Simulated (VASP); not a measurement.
# Co (Fm-3m) in VASP: single point with r2SCAN

Aim: the single point of Co with r2SCAN.

Program: VASP 6.6.1. These are calculated values, not measurements. Logs are shortened: lines on timing, memory, paths and dates and some standing lists are left out, and cuts for length are marked.

**1. The cell of the first run**

Symmetry: Fm-3m, No. 225, cubic system. Conventional cell: a = 3.511 Å, b = 3.511 Å, c = 3.511 Å, α = 90.00°, β = 90.00°, γ = 90.00°. Within 3.3 Å of Co (site symmetry m-3m) lie 12 Co at 2.48 Å.

This isn't the form of Co at room conditions, which is hcp.

**2. Single point, r2SCAN, collinear spin, ferromagnetic start**

POSCAR reads:

```
Co
1.0
   -3.5114379662      3.5114379662      0.0000000000
   -3.5114379662      0.0000000000      3.5114379662
    0.0000000000      3.5114379662      3.5114379662
Co
8
Direct
    0.0000000000      0.0000000000      0.0000000000
    0.5000000000      0.0000000000      0.0000000000
    0.0000000000      0.5000000000      0.0000000000
    0.0000000000      0.0000000000      0.5000000000
    0.5000000000      0.5000000000      0.0000000000
    0.5000000000      0.0000000000      0.5000000000
    0.0000000000      0.5000000000      0.5000000000
    0.5000000000      0.5000000000      0.5000000000
```

INCAR.step1 reads:

```
PREC     = Accurate       # precision mode
ENCUT    = 520            # plane-wave cutoff, eV
ISMEAR   = 0              # smearing method
SIGMA    = 0.1            # smearing width, eV
LREAL    = False          # projectors in reciprocal space
LASPH    = True           # aspherical terms in the spheres
NELM     = 150            # most SCF steps
ISPIN    = 2              # spin polarisation
MAGMOM   = 2.14 2.14 2.14 2.14 2.14 2.14 2.14 2.14 # initial moments
LMAXMIX  = 4              # l up to which the mixer works
NBANDS   = 50             # bands
GGA      = PE             # functional
ALGO     = Normal         # electronic algorithm
EDIFF    = 1E-4           # SCF threshold, eV
LWAVE    = True           # write WAVECAR
LCHARG   = False          # write CHGCAR
```

INCAR.step2 reads:

```
PREC     = Accurate       # precision mode
ENCUT    = 520            # plane-wave cutoff, eV
EDIFF    = 1E-6           # SCF threshold, eV
ISMEAR   = 0              # smearing method
SIGMA    = 0.1            # smearing width, eV
LREAL    = False          # projectors in reciprocal space
LASPH    = True           # aspherical terms in the spheres
NELM     = 150            # most SCF steps
ALGO     = Normal         # electronic algorithm
ISIF     = 2              # what is computed and relaxed
LWAVE    = False          # write WAVECAR
LCHARG   = True           # write CHGCAR
ISPIN    = 2              # spin polarisation
MAGMOM   = 2.14 2.14 2.14 2.14 2.14 2.14 2.14 2.14 # initial moments
LORBIT   = 11             # projections on sites
LMAXMIX  = 4              # l up to which the mixer works
METAGGA  = R2SCAN         # meta-GGA
LMIXTAU  = True         
LELF     = True           # ELF
LVHAR    = True         
NBANDS   = 50             # bands
ISTART   = 1
```

KPOINTS reads:

```
regular mesh
0
Gamma
  8 8 8
```

Potentials or basis: VASP PAW PBE potentials, release 64 (Co).

The run is started by

```bash
cat potpaw_PBE.64/Co/POTCAR > POTCAR
cp INCAR.step1 INCAR
mpirun -np 1 vasp_std > vasp.out
cp INCAR.step2 INCAR
mpirun -np 1 vasp_std > vasp.out
```

OUTCAR:

```text
PREC = Accurate
   ENCUT = 520
   EDIFF = 1E-6
   ISMEAR = 0
   LREAL = False
   LASPH = True
   NELM = 150
   ISIF = 2
   ISPIN = 2
   LORBIT = 11
   METAGGA = R2SCAN
   ISTART = 1

 ion  position               nearest neighbor table
   1  0.000  0.000  0.000-   2 2.48   3 2.48   4 2.48   4 2.48   6 2.48   7 2.48   3 2.48   5 2.48
                             7 2.48   2 2.48   5 2.48   6 2.48
   2  0.500  0.000  0.000-   1 2.48   5 2.48   6 2.48   4 2.48   6 2.48   8 2.48   3 2.48   5 2.48
                             8 2.48   1 2.48   3 2.48   4 2.48
   3  0.000  0.500  0.000-   1 2.48   5 2.48   7 2.48   4 2.48   7 2.48   8 2.48   1 2.48   2 2.48
                             4 2.48   2 2.48   5 2.48   8 2.48
   4  0.000  0.000  0.500-   1 2.48   6 2.48   7 2.48   1 2.48   2 2.48   3 2.48   3 2.48   7 2.48
                             8 2.48   2 2.48   6 2.48   8 2.48
   5  0.500  0.500  0.000-   2 2.48   3 2.48   8 2.48   6 2.48   7 2.48   8 2.48   1 2.48   2 2.48
                             6 2.48   1 2.48   3 2.48   7 2.48
   6  0.500  0.000  0.500-   2 2.48   4 2.48   8 2.48   1 2.48   2 2.48   5 2.48   5 2.48   7 2.48
                             8 2.48   1 2.48   4 2.48   7 2.48
   7  0.000  0.500  0.500-   3 2.48   4 2.48   8 2.48   1 2.48   3 2.48   5 2.48   1 2.48   4 2.48
                             6 2.48   5 2.48   6 2.48   8 2.48
   8  0.500  0.500  0.500-   5 2.48   6 2.48   7 2.48   2 2.48   3 2.48   5 2.48   2 2.48   4 2.48
                             6 2.48   3 2.48   4 2.48   7 2.48
[... 6 lines left out ...]
 A1 = (  -3.5114379662,   3.5114379662,   0.0000000000)
 A2 = (  -3.5114379662,   0.0000000000,   3.5114379662)
 A3 = (   0.0000000000,   3.5114379662,   3.5114379662)

Analysis of symmetry for initial positions (statically):
=====================================================================
 Subroutine PRICEL returns following result:

  LATTYP: Found a face centered cubic cell.
 ALAT       =     3.5114379662
[... 12 lines left out ...]
 Subroutine GETGRP returns: Found 48 space group operations
 (whereof 48 operations were pure point group operations)
 out of a pool of 48 trial point group operations.

The static configuration has the point symmetry O_h .

Analysis of symmetry for dynamics (positions and initial velocities):
=====================================================================
 Subroutine PRICEL returns following result:

  LATTYP: Found a face centered cubic cell.
 ALAT       =     3.5114379662
[... 12 lines left out ...]
 Subroutine GETGRP returns: Found 48 space group operations
 (whereof 48 operations were pure point group operations)
 out of a pool of 48 trial point group operations.

The dynamic configuration has the point symmetry O_h .

Analysis of structural, dynamic, and magnetic symmetry:
=====================================================================
 Subroutine PRICEL returns following result:

  LATTYP: Found a face centered cubic cell.
 ALAT       =     3.5114379662
[... 12 lines left out ...]
 Subroutine GETGRP returns: Found 48 space group operations
 (whereof 48 operations were pure point group operations)
 out of a pool of 48 trial point group operations.

The overall configuration has the point symmetry O_h .

 Subroutine INISYM returns: Found 48 space group operations
 (whereof 48 operations are pure point group operations),
 and found     8 'primitive' translations

----------------------------------------------------------------------------------------

                                     Primitive cell

  volume of cell :      10.8242

  direct lattice vectors                    reciprocal lattice vectors
    -1.755718983  1.755718983  0.000000000    -0.284783616  0.284783616 -0.284783616
    -1.755718983  0.000000000  1.755718983    -0.284783616 -0.284783616  0.284783616
     0.000000000  1.755718983  1.755718983     0.284783616  0.284783616  0.284783616

  length of vectors
     2.482961598  2.482961598  2.482961598     0.493259691  0.493259691  0.493259691

  position of ions in fractional coordinates (direct lattice)
     0.000000000  0.000000000  0.000000000

  ion indices of the primitive-cell ions
   primitive index   ion index
                 1           1

----------------------------------------------------------------------------------------

 KPOINTS: regular mesh

Automatic generation of k-mesh.
 Grid dimensions read from file:
 generate k-points for:    8    8    8

 Generating k-lattice:

  Cartesian coordinates                     Fractional coordinates (reciprocal lattice)
    -0.017798976  0.017798976 -0.017798976     0.125000000  0.000000000  0.000000000
    -0.017798976 -0.017798976  0.017798976     0.000000000  0.125000000  0.000000000
     0.017798976  0.017798976  0.017798976     0.000000000  0.000000000  0.125000000

  Length of vectors
     0.030828731  0.030828731  0.030828731

  Shift w.r.t. Gamma in fractional coordinates (k-lattice)
     0.000000000  0.000000000  0.000000000

 Subroutine IBZKPT returns following result:
[... 38 lines left out ...]
   NGXF,Y,Z  is equivalent  to a cutoff of  26.78, 26.78, 26.78 a.u.
 SYSTEM =  unknown system
   PREC   = accura    normal or accurate (medium, high low for compatibility)
   ISTART =      1    job   : 0-new  1-cont  2-samecut
   ICHARG =      0    charge: 1-file 2-atom 10-const
   ISPIN  =      2    spin polarized calculation?
   LNONCOLLINEAR =      F non collinear calculations
   LSORBIT =      F    spin-orbit coupling
   LASPH  =      T    aspherical Exc in radial PAW
   ENCUT  =  520.0 eV  38.22 Ry    6.18 a.u.   9.23  9.23  9.23*2*pi/ulx,y,z
   NELM   =    150;   NELMIN=  2; NELMDL=  0     # of ELM steps
   EDIFF  = 0.1E-05   stopping-criterion for ELM
   LREAL  =      F    real-space projection
   EDIFFG = 0.1E-04   stopping-criterion for IOM
   NSW    =      0    number of steps for IOM
   IBRION =     -1    ionic relax: 0-MD 1-quasi-New 2-CG
   NFREE  =      0    steps in history (QN), initial steepest desc. (CG)
   ISIF   =      2    stress and relaxation
   ISYM   =      2    0-nonsym 1-usesym 2-fastsym
   POTIM  = 0.5000    time-step for ionic-motion
   TEBEG  =    0.0;   TEEND  =   0.0 temperature during run
   PSTRESS=    0.0 pullay stress
   NELECT =      72.0000    total number of electrons
   NUPDOWN=      -1.0000    fix difference up-down
   EMIN   =  10.00;   EMAX   =-10.00  energy-range for DOS
   EFERMI =   0.00;   METHOD = LEGACY
   ISMEAR =     0;   SIGMA  =   0.10  broadening in eV -4-tet -1-fermi 0-gaus
   EFERMI_NEDOS =   21; number of points for ismear=-14 and -15
   IALGO  =     38    algorithm
   IMIX   =      4    mixing-type and parameters
     AMIX     =   0.40;   BMIX     =  1.00
     AMIX_MAG =   1.60;   BMIX_MAG =  1.00
  volume/ion in A,a.u.               =      10.82        73.05
  Fermi-wavevector in a.u.,A,eV,Ry     =   1.539421  2.909083 32.243307  2.369816
  Thomas-Fermi vector in A             =   2.645651
   LORBIT       =     11    0 simple, 1 ext, 2 COOP (PROOUT), +10 PAW based schemes
   METAGGA = R2SCAN    functional components
   LHFCALC =     F    Hartree Fock is set to
   AEXX    =    0.0000 exact exchange contribution
   IVDW    =     0    specifies the selected vdW correction
   LEPSILON=     F    determine dielectric tensor
   LRPA    =     F    only Hartree local field effects (RPA)
 spin polarized calculation
 Gauss-broadening in eV      SIGMA  =   0.10
  energy-cutoff  :      520.00
  volume of cell :       86.59
 maximum number of plane-waves:      2351
 NGX is ok and might be reduce to    40
   NGX = 19   NGY = 19   NGZ = 19

 number of electron      71.9999963 magnetization      14.5348648

 Free energy of the ion-electron system (eV)
  ---------------------------------------------------
  ext. energy  EPLUGINS =         0.00000000
  ---------------------------------------------------
  free energy    TOTEN  =      -105.90904817 eV

  energy without entropy =     -105.89186356  energy(sigma->0) =     -105.90045587

 E-fermi :  10.6625     XC(G=0): -14.6785

 val. band max:       10.6214539743   @ k =   0.2500   0.1250   0.0000
 cond. band min:      10.6758765006   @ k =   0.3750   0.3750   0.0000
 fundamental gap:      0.0544225262
 Fermi energy:        10.6624840921

 spin component 1

 k-point     1 :       0.0000    0.0000    0.0000
  band No.  band energies     occupation
      1       0.9339      1.00000
      2       4.3147      1.00000
      3       4.3147      1.00000
      4       4.3147      1.00000
      5       4.6686      1.00000
      6       4.6687      1.00000
[... 1213 lines left out ...]
     47      15.2464      0.00000
     48      15.2465      0.00000

 [... further k-points ...]

 spin component 2

 k-point     1 :       0.0000    0.0000    0.0000
  band No.  band energies     occupation
      1       0.4860      1.00000
      2       5.6814      1.00000
      3       5.6814      1.00000
      4       5.6814      1.00000
      5       5.6814      1.00000
      6       6.3901      1.00000
[... 1213 lines left out ...]
     47      16.2631      0.00000
     48      16.2631      0.00000

 [... further k-points ...]

 [bands above 48 left out]

------------------------ aborting loop because EDIFF is reached ----------------------------------------

  FORCE on cell =-STRESS in cart. coord.  units (eV):
  Direction    XX          YY          ZZ          XY          YZ          ZX
  --------------------------------------------------------------------------------------
  -------------------------------------------------------------------------------------
  Total       -0.0283438     -0.0283438     -0.0283438      0.0000000      0.0000000      0.0000000
  in kB       -0.5244247     -0.5244247     -0.5244247      0.0000000      0.0000000      0.0000000
  external PRESSURE =      -0.5244247 kB  Pullay stress =       0.0000000 kB

 VOLUME and BASIS-vectors are now :
 -----------------------------------------------------------------------------
  energy-cutoff  :      520.00
  volume of cell :       86.59
      direct lattice vectors                 reciprocal lattice vectors
    -3.511437966  3.511437966  0.000000000    -0.142391808  0.142391808 -0.142391808
    -3.511437966  0.000000000  3.511437966    -0.142391808 -0.142391808  0.142391808
     0.000000000  3.511437966  3.511437966     0.142391808  0.142391808  0.142391808

 POSITION                                       TOTAL-FORCE (eV/Angst)
 -----------------------------------------------------------------------------------
      0.00000      0.00000      0.00000        -0.000000     -0.000000      0.000000
     -1.75572      1.75572      0.00000        -0.000000      0.000000      0.000000
     -1.75572      0.00000      1.75572         0.000000      0.000000     -0.000000
      0.00000      1.75572      1.75572        -0.000000      0.000000     -0.000000
     -3.51144      1.75572      1.75572         0.000000     -0.000000     -0.000000
     -1.75572      3.51144      1.75572         0.000000      0.000000     -0.000000
     -1.75572      1.75572      3.51144         0.000000      0.000000      0.000000
     -3.51144      3.51144      3.51144        -0.000000     -0.000000      0.000000
 -----------------------------------------------------------------------------------
    total drift:                               -0.000000     -0.000000      0.000000

  FREE ENERGIE OF THE ION-ELECTRON SYSTEM (eV)
  ---------------------------------------------------
  free  energy   TOTEN  =      -105.9090481719 eV

  energy  without entropy=     -105.8918635595  energy(sigma->0) =     -105.90045587

 total charge

# of ion       s       p       d       tot
------------------------------------------
    1        0.512   0.569   7.218   8.299
    2        0.512   0.569   7.218   8.299
    3        0.512   0.569   7.218   8.299
    4        0.512   0.569   7.218   8.299
    5        0.512   0.569   7.218   8.299
    6        0.512   0.569   7.218   8.299
    7        0.512   0.569   7.218   8.299
    8        0.512   0.569   7.218   8.299
--------------------------------------------------
tot          4.097   4.551  57.741  66.389

 magnetization (x)

# of ion       s       p       d       tot
------------------------------------------
    1       -0.002  -0.060   1.932   1.871
    2       -0.002  -0.060   1.932   1.871
    3       -0.002  -0.060   1.932   1.871
    4       -0.002  -0.060   1.932   1.871
    5       -0.002  -0.060   1.932   1.871
    6       -0.002  -0.060   1.932   1.871
    7       -0.002  -0.060   1.932   1.871
    8       -0.002  -0.060   1.932   1.871
--------------------------------------------------
tot         -0.014  -0.477  15.458  14.967
```

Wall time 19 min (1 thread of Intel Xeon 8259CL, shared host); peak memory 0.42 GiB.

What came out:

- Free energy: -105.9090 eV
- Pressure: -0.1 GPa
- Net moment: 14.53 μB per cell
- Site moments: Co +1.87 μB
- Valence electrons inside the program's atomic spheres: Co 8.30

Levels at points of the mesh, in eV from the Fermi level:
Spin up:
```tsv
k point	band 41	band 42	band 43	band 44	band 45	band 46
(0.00, 0.00, 0.00)	-1.32	-0.70	-0.70	-0.70	-0.70	2.21
(0.50, 0.00, 0.00)	-1.62	-1.62	1.83	1.83	1.83	1.83
(0.50, 0.50, 0.00)	-1.32	-1.32	0.31	0.31	0.31	0.31
```
Spin down:
| k point | band 25 | band 26 | band 27 | band 28 | band 29 | band 30 | band 31 | band 32 | band 33 | band 34 |
| --- | --- | --- | --- | --- | --- | --- | --- | --- | --- | --- |
| (0.00, 0.00, 0.00) | -1.15 | -1.15 | 0.87 | 0.87 | 1.00 | 1.00 | 1.00 | 1.00 | 1.00 | 1.00 |
| (0.50, 0.00, 0.00) | -1.12 | -1.12 | -0.08 | -0.08 | -0.08 | -0.08 | -0.08 | -0.08 | 0.78 | 0.78 |
| (0.50, 0.50, 0.00) | -0.49 | -0.49 | -0.25 | -0.25 | -0.19 | -0.19 | -0.19 | -0.19 | 0.21 | 0.21 |

Caveat: the PAW data sets were made with another functional, which shifts forces and pressure a little.
